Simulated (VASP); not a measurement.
Set up this calculation in VASP 6.6.1, as the native input.

```yaml
Task: single point
Functional: PBE
Potentials_or_basis: VASP PAW PBE potentials, release 64 (W_sv)
Cutoff: 520 eV
k_mesh: 15 × 15 × 15
Occupations: methfessel-paxton, width 0.05 eV
Spin: no spin polarisation
Dipole_correction: no
Further_INCAR_settings: ALGO = Normal; EDIFF = 1e-06; NBANDS = 13
```

The structure of W lies in POSCAR:

```
W
1.0
   -1.5791247842      1.5791247842      1.5791247842
    1.5791247842     -1.5791247842      1.5791247842
    1.5791247842      1.5791247842     -1.5791247842
W
1
Direct
    0.0000000000      0.0000000000      0.0000000000
```

One way to write it, as run:

INCAR

```
SYSTEM = W
PREC     = Accurate       ! precision mode
ENCUT    = 520            ! plane-wave cutoff, eV
EDIFF    = 1E-6           ! SCF threshold, eV
ISMEAR   = 1              ! smearing method
SIGMA    = 0.05           ! smearing width, eV
LREAL    = .False.        ! projectors in reciprocal space
LASPH    = .True.         ! aspherical terms in the spheres
NELM     = 60             ! most SCF steps
ALGO     = Normal         ! electronic algorithm
ISIF     = 2              ! what is computed and relaxed
LWAVE    = .False.        ! write WAVECAR
LCHARG   = .True.         ! write CHGCAR
GGA      = PE             ! functional
LELF     = .True.         ! ELF
LVHAR    = .True.       
NBANDS   = 13             ! bands
```

KPOINTS

```
Automatic mesh
0
Gamma
  15 15 15
  0 0 0
```

Potentials or basis: VASP PAW PBE potentials, release 64 (W_sv).

The run is started by

```console
$ cat potpaw_PBE.64/W_sv/POTCAR > POTCAR
$ mpirun -np 1 vasp_std > vasp.out
```

Results of the run:

```json
{
  "Pressure": "8.5 GPa",
  "Band gap on the k mesh": "zero (band 7 reaches 16.22 eV, above the bottom of band 8 at 10.29 eV)"
}
```

Caveat: spin-orbit coupling is left out, which moves the levels of the heavy elements.

Run time: 17 s on 1 thread of Intel(R) Xeon(R) Platinum 8375C CPU @ 2.90GHz (Ice Lake), with other jobs on the host, peak memory 0.14 GiB.
